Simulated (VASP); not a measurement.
# InAsS3 (Pm-3m) in VASP: single point with PBE

Aim: the single point of InAsS3 with PBE.

Everything below comes from runs of VASP 6.6.1. Logs are shortened: lines on timing, memory, paths and dates and some standing lists are left out, and cuts for length are marked.

## (1) The cell of the first run

Symmetry: Pm-3m, No. 221, cubic system. Conventional cell: a = 4.798 Å, b = 4.798 Å, c = 4.798 Å, α = 90.00°, β = 90.00°, γ = 90.00°. In (site symmetry m-3m) has 12 S at 3.39 Å and 8 As at 4.15 Å within 4.5 Å. As (site symmetry m-3m) has 6 S at 2.40 Å within 3.2 Å. Within 3.2 Å of S (site symmetry 4/mmm) lie 2 As at 2.40 Å.

## (2) Single point, PBE

Input file INCAR:

```
ALGO = Normal
EDIFF = 1E-6
ENCUT = 520
GGA = PE
ISIF = 2
ISMEAR = 0
LASPH = True
LCHARG = False
LREAL = False
LWAVE = False
NBANDS = 26
NELM = 80
PREC = Accurate
SIGMA = 0.1
```

Input file KPOINTS:

```
k-points
0
Gamma
  4 4 4
```

Input file POSCAR:

```
InAsS3
1.0
    4.7977680100      0.0000000000      0.0000000000
    0.0000000000      4.7977680100      0.0000000000
    0.0000000000      0.0000000000      4.7977680100
In As S
1 1 3
Direct
    0.0000000000      0.0000000000      0.0000000000
    0.5000000000      0.5000000000      0.5000000000
    0.0000000000      0.5000000000      0.5000000000
    0.5000000000      0.5000000000      0.0000000000
    0.5000000000      0.0000000000      0.5000000000
```

Potentials or basis: VASP PAW PBE potentials, release 64 (In_d, As, S).

On the command line:

```bash
> cat potpaw_PBE.64/In_d/POTCAR potpaw_PBE.64/As/POTCAR potpaw_PBE.64/S/POTCAR > POTCAR
> mpirun -np 1 vasp_std > vasp.out
```

OUTCAR:

```text
EDIFF = 1E-6
   ENCUT = 520
   GGA = PE
   ISIF = 2
   ISMEAR = 0
   LASPH = True
   LREAL = False
   NELM = 80
   PREC = Accurate

 ion  position               nearest neighbor table
   1  0.000  0.000  0.000-   3 3.39   4 3.39   5 3.39   3 3.39   5 3.39   3 3.39   4 3.39   3 3.39
                             4 3.39   5 3.39   5 3.39   4 3.39
   2  0.500  0.500  0.500-   3 2.40   4 2.40   5 2.40   4 2.40   5 2.40   3 2.40
   3  0.000  0.500  0.500-   2 2.40   2 2.40   1 3.39   1 3.39   1 3.39   1 3.39
   4  0.500  0.500  0.000-   2 2.40   2 2.40   1 3.39   1 3.39   1 3.39   1 3.39
   5  0.500  0.000  0.500-   2 2.40   2 2.40   1 3.39   1 3.39   1 3.39   1 3.39

  LATTYP: Found a simple cubic cell.
 ALAT       =     4.7977680100

  Lattice vectors:

 A1 = (   4.7977680100,   0.0000000000,   0.0000000000)
 A2 = (   0.0000000000,   4.7977680100,   0.0000000000)
 A3 = (   0.0000000000,   0.0000000000,   4.7977680100)

Analysis of symmetry for initial positions (statically):
=====================================================================
 Subroutine PRICEL returns:
 Original cell was already a primitive cell.

 Routine SETGRP: Setting up the symmetry group for a
 simple cubic supercell.

 Subroutine GETGRP returns: Found 48 space group operations
 (whereof 48 operations were pure point group operations)
 out of a pool of 48 trial point group operations.

The static configuration has the point symmetry O_h .

Analysis of symmetry for dynamics (positions and initial velocities):
=====================================================================
 Subroutine PRICEL returns:
 Original cell was already a primitive cell.

 Routine SETGRP: Setting up the symmetry group for a
 simple cubic supercell.

 Subroutine GETGRP returns: Found 48 space group operations
 (whereof 48 operations were pure point group operations)
 out of a pool of 48 trial point group operations.

The dynamic configuration has the point symmetry O_h .

 Subroutine INISYM returns: Found 48 space group operations
 (whereof 48 operations are pure point group operations),
 and found     1 'primitive' translations

----------------------------------------------------------------------------------------

                                     Primitive cell

  volume of cell :     110.4378

  direct lattice vectors                    reciprocal lattice vectors
     4.797768010  0.000000000  0.000000000     0.208430253  0.000000000  0.000000000
     0.000000000  4.797768010  0.000000000     0.000000000  0.208430253  0.000000000
     0.000000000  0.000000000  4.797768010     0.000000000  0.000000000  0.208430253

  length of vectors
     4.797768010  4.797768010  4.797768010     0.208430253  0.208430253  0.208430253

  position of ions in fractional coordinates (direct lattice)
     0.000000000  0.000000000  0.000000000
     0.500000000  0.500000000  0.500000000
     0.000000000  0.500000000  0.500000000
     0.500000000  0.500000000  0.000000000
     0.500000000  0.000000000  0.500000000

  ion indices of the primitive-cell ions
   primitive index   ion index
                 1           1
                 2           2
                 3           3
                 4           4
                 5           5

----------------------------------------------------------------------------------------

 KPOINTS: k-points

Automatic generation of k-mesh.
 Grid dimensions read from file:
 generate k-points for:    4    4    4

 Generating k-lattice:

  Cartesian coordinates                     Fractional coordinates (reciprocal lattice)
     0.052107563  0.000000000  0.000000000     0.250000000  0.000000000  0.000000000
     0.000000000  0.052107563  0.000000000     0.000000000  0.250000000  0.000000000
     0.000000000  0.000000000  0.052107563     0.000000000  0.000000000  0.250000000

  Length of vectors
     0.052107563  0.052107563  0.052107563

  Shift w.r.t. Gamma in fractional coordinates (k-lattice)
     0.000000000  0.000000000  0.000000000

 Subroutine IBZKPT returns following result:
 ===========================================

 Found     10 irreducible k-points:

 Following reciprocal coordinates:
            Coordinates               Weight
  0.000000  0.000000  0.000000      1.000000
  0.250000  0.000000  0.000000      6.000000
  0.500000  0.000000  0.000000      3.000000
  0.250000  0.250000  0.000000     12.000000
  0.500000  0.250000  0.000000     12.000000
  0.500000  0.500000  0.000000      3.000000
  0.250000  0.250000  0.250000      8.000000
  0.500000  0.250000  0.250000     12.000000
  0.500000  0.500000  0.250000      6.000000
  0.500000  0.500000  0.500000      1.000000
   k-points           NKPTS =     10   k-points in BZ     NKDIM =     10   number of bands    NBANDS=     26
   number of dos      NEDOS =    301   number of ions     NIONS =      5
   total plane-waves  NPLWV =  46656
   dimension x,y,z NGX =    36 NGY =   36 NGZ =   36
   dimension x,y,z NGXF=    72 NGYF=   72 NGZF=   72
   ions per type =               1   1   3
   NGX,Y,Z   is equivalent  to a cutoff of  12.47, 12.47, 12.47 a.u.
   NGXF,Y,Z  is equivalent  to a cutoff of  24.95, 24.95, 24.95 a.u.
 SYSTEM =  unknown system
   PREC   = accura    normal or accurate (medium, high low for compatibility)
   ISTART =      0    job   : 0-new  1-cont  2-samecut
   ICHARG =      2    charge: 1-file 2-atom 10-const
   ISPIN  =      1    spin polarized calculation?
   LNONCOLLINEAR =      F non collinear calculations
   LSORBIT =      F    spin-orbit coupling
   LASPH  =      T    aspherical Exc in radial PAW
   ENCUT  =  520.0 eV  38.22 Ry    6.18 a.u.   8.92  8.92  8.92*2*pi/ulx,y,z
   NELM   =     80;   NELMIN=  2; NELMDL= -5     # of ELM steps
   EDIFF  = 0.1E-05   stopping-criterion for ELM
   LREAL  =      F    real-space projection
   EDIFFG = 0.1E-04   stopping-criterion for IOM
   NSW    =      0    number of steps for IOM
   IBRION =     -1    ionic relax: 0-MD 1-quasi-New 2-CG
   NFREE  =      0    steps in history (QN), initial steepest desc. (CG)
   ISIF   =      2    stress and relaxation
   ISYM   =      2    0-nonsym 1-usesym 2-fastsym
   POTIM  = 0.5000    time-step for ionic-motion
   TEBEG  =    0.0;   TEEND  =   0.0 temperature during run
   PSTRESS=    0.0 pullay stress
   NELECT =      36.0000    total number of electrons
   NUPDOWN=      -1.0000    fix difference up-down
   EMIN   =  10.00;   EMAX   =-10.00  energy-range for DOS
   EFERMI =   0.00;   METHOD = LEGACY
   ISMEAR =     0;   SIGMA  =   0.10  broadening in eV -4-tet -1-fermi 0-gaus
   EFERMI_NEDOS =   21; number of points for ismear=-14 and -15
   IALGO  =     38    algorithm
   IMIX   =      4    mixing-type and parameters
     AMIX     =   0.40;   BMIX     =  1.00
     AMIX_MAG =   1.60;   BMIX_MAG =  1.00
  volume/ion in A,a.u.               =      22.09       149.05
  Fermi-wavevector in a.u.,A,eV,Ry     =   1.126686  2.129129 17.271541  1.269422
  Thomas-Fermi vector in A             =   2.263369
   LORBIT       =      0    0 simple, 1 ext, 2 COOP (PROOUT), +10 PAW based schemes
   GGA     = PE    functional components
   LHFCALC =     F    Hartree Fock is set to
   AEXX    =    0.0000 exact exchange contribution
   IVDW    =     0    specifies the selected vdW correction
   LEPSILON=     F    determine dielectric tensor
   LRPA    =     F    only Hartree local field effects (RPA)
 non-spin polarized calculation
 Gauss-broadening in eV      SIGMA  =   0.10
  energy-cutoff  :      520.00
  volume of cell :      110.44
 maximum number of plane-waves:      3016
 NGX is ok and might be reduce to    36
   NGX = 17   NGY = 17   NGZ = 17

 number of electron      36.0000016 magnetization

 Free energy of the ion-electron system (eV)
  ---------------------------------------------------
  ext. energy  EPLUGINS =         0.00000000
  ---------------------------------------------------
  free energy    TOTEN  =       -18.27187363 eV

  energy without entropy =      -18.23863857  energy(sigma->0) =      -18.25525610

 E-fermi :   4.4645     XC(G=0):  -9.7449

 val. band max:        4.4422005460   @ k =   0.5000   0.2500   0.2500
 cond. band min:       4.4900569586   @ k =   0.2500   0.2500   0.2500
 fundamental gap:      0.0478564126
 Fermi energy:         4.4645163028

 k-point     1 :       0.0000    0.0000    0.0000
  band No.  band energies     occupation
      1     -10.6535      2.00000
      2      -9.1210      2.00000
      3      -9.1210      2.00000
      4      -9.0995      2.00000
      5      -9.0995      2.00000
      6      -9.0995      2.00000
[... 18 lines left out ...]
     25      10.4550      0.00000
     26      10.7412      0.00000

 k-point     2 :       0.2500    0.0000    0.0000
  band No.  band energies     occupation
      1     -10.4286      2.00000
      2      -9.1162      2.00000
      3      -9.1150      2.00000
      4      -9.1028      2.00000
      5      -9.1028      2.00000
      6      -9.0993      2.00000
[... 18 lines left out ...]
     25      11.5241      0.00000
     26      11.5247      0.00000

 k-point     3 :       0.5000    0.0000    0.0000
  band No.  band energies     occupation
      1     -10.1196      2.00000
      2      -9.1136      2.00000
      3      -9.1089      2.00000
      4      -9.1061      2.00000
      5      -9.1061      2.00000
      6      -9.0991      2.00000
[... 166 lines left out ...]
 k-point     9 :       0.5000    0.5000    0.2500
  band No.  band energies     occupation
      1      -9.3026      2.00000
      2      -9.1306      2.00000
      3      -9.1306      2.00000
      4      -9.0971      2.00000
      5      -9.0914      2.00000
      6      -8.8759      2.00000
[... 18 lines left out ...]
     25       9.7382      0.00000
     26      13.7005      0.00000

 k-point    10 :       0.5000    0.5000    0.5000
  band No.  band energies     occupation
      1      -9.1544      2.00000
      2      -9.1544      2.00000
      3      -9.1544      2.00000
      4      -9.0911      2.00000
      5      -9.0911      2.00000
      6      -8.1733      2.00000
[... 18 lines left out ...]
     25      10.5168      0.00000
     26      12.9422      0.00000

------------------------ aborting loop because EDIFF is reached ----------------------------------------

  FORCE on cell =-STRESS in cart. coord.  units (eV):
  Direction    XX          YY          ZZ          XY          YZ          ZX
  --------------------------------------------------------------------------------------
  -------------------------------------------------------------------------------------
  Total        0.1660879      0.1660879      0.1660879     -0.0000000     -0.0000000      0.0000000
  in kB        2.4095212      2.4095212      2.4095212     -0.0000000     -0.0000000      0.0000000
  external PRESSURE =       2.4095212 kB  Pullay stress =       0.0000000 kB

 VOLUME and BASIS-vectors are now :
 -----------------------------------------------------------------------------
  energy-cutoff  :      520.00
  volume of cell :      110.44
      direct lattice vectors                 reciprocal lattice vectors
     4.797768010  0.000000000  0.000000000     0.208430253  0.000000000  0.000000000
     0.000000000  4.797768010  0.000000000     0.000000000  0.208430253  0.000000000
     0.000000000  0.000000000  4.797768010     0.000000000  0.000000000  0.208430253

 POSITION                                       TOTAL-FORCE (eV/Angst)
 -----------------------------------------------------------------------------------
      0.00000      0.00000      0.00000         0.000000      0.000000      0.000000
      2.39888      2.39888      2.39888         0.000000      0.000000      0.000000
      0.00000      2.39888      2.39888         0.000000      0.000000      0.000000
      2.39888      2.39888      0.00000         0.000000      0.000000      0.000000
      2.39888      0.00000      2.39888         0.000000      0.000000      0.000000
 -----------------------------------------------------------------------------------
    total drift:                               -0.000000      0.000000      0.000000

  FREE ENERGIE OF THE ION-ELECTRON SYSTEM (eV)
  ---------------------------------------------------
  free  energy   TOTEN  =       -18.2718736282 eV

  energy  without entropy=      -18.2386385708  energy(sigma->0) =      -18.25525610
```

Wall time 60 s (1 thread of AMD EPYC 7R13, shared host); peak memory 0.18 GiB.

Results:

```
Free energy            : -18.2719 eV
Pressure               : 0.2 GPa
Band gap on the k mesh : zero (band 18 reaches 4.99 eV, above the bottom of band 19 at 3.66 eV)
```

Caveat: spin-orbit coupling is left out, which moves the levels of the heavy elements.
